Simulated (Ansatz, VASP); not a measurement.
**Two plane-wave programs on LiHfO2**

```xyz
4
Lattice="3.1343 0.0000 0.0000 0.0000 3.1343 0.0000 0.0000 0.0000 4.2163" Properties=species:S:1:pos:R:3 pbc="T T T"
Li    0.0000    0.0000    0.0000
Hf    1.5671    1.5671    2.1082
O     0.0000    0.0000    2.1082
O     1.5671    1.5671    0.0000
```

Change from the starting cell: species swapped into the HfTiN2 type (P4/mmm, No. 123).

Alike in both runs: functional PBE; k mesh 6 × 6 × 4; occupations gaussian, width 0.1 eV; no spin polarisation.

Ansatz relaxed the structure, and its values are those at the end. VASP's run is a single point on that final structure, the one shown.

|  | VASP | Ansatz |
| --- | --- | --- |
| version | VASP 6.6.1 | Ansatz 0.2.0 |
| potentials or method | VASP PAW PBE potentials, release 64 (Li_sv, Hf_pv, O), cutoff 750 eV | scalar-relativistic, plane waves, PAW |
| valence electrons in the cell | 25 | 41 |

```csv
,VASP,Ansatz,Ansatz less VASP
gap on the k mesh at the Fermi level (eV),none,none,-
pressure (GPa),-2.3,0.0,+2.30
```

A gap of «none» marks a metal or a gap that the smearing closes. With one functional, cell and mesh, what is left measures potentials, basis and numerics. VASP's potentials hold 25 valence electrons a cell and Ansatz's 41, so a difference there can come from the potentials and not from the codes.

The k mesh is coarse, so the values compare programs but aren't converged. Neither program's run includes spin-orbit coupling.
